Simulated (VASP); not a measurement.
CsH (rocksalt type), 2 atoms in the cell. The structure is cubic, space group Fm-3m (No. 225). The conventional cell has a = 5.361 Å, b = 5.361 Å, c = 5.361 Å, α = 90.00°, β = 90.00°, γ = 90.00°. Within 3.5 Å of Cs (site symmetry m-3m) lie 6 H at 2.68 Å. H (site symmetry m-3m) has 6 Cs at 2.68 Å within 3.5 Å.  This cell differs from its parent crystal: volume scaled by 0.68.

| Property | Result |
| --- | --- |
| Program | VASP 6.6.1 |
| Task | single point |
| Functional | LDA |
| Potentials or basis | VASP PAW LDA potentials, release 64 (Cs_sv, H) |
| Cutoff | 520 eV |
| k mesh | 12 × 12 × 12 |
| Occupations | fermi-dirac, width 0.05 eV |
| Spin | no spin polarisation |
| Dipole correction | no |
| Further INCAR settings | ALGO = Normal; EDIFF = 1e-07; NBANDS = 12 |

Potentials or basis: VASP PAW LDA potentials, release 64 (Cs_sv, H).

The run is started by

```bash
$ cat potpaw_LDA.64/Cs_sv/POTCAR potpaw_LDA.64/H/POTCAR > POTCAR
$ mpirun -np 1 vasp_std > vasp.out
```

Hardware: 1 thread of AMD EPYC 9R45 96-Core Processor (Zen 5) (shared host).

**Question.** Estimate the wall time of this run.

**Answer.** It took 15 s on 1 thread of AMD EPYC 9R45 96-Core Processor (Zen 5) (shared host), peak memory 0.13 GiB. Counts: scf iterations 13, k points 72.
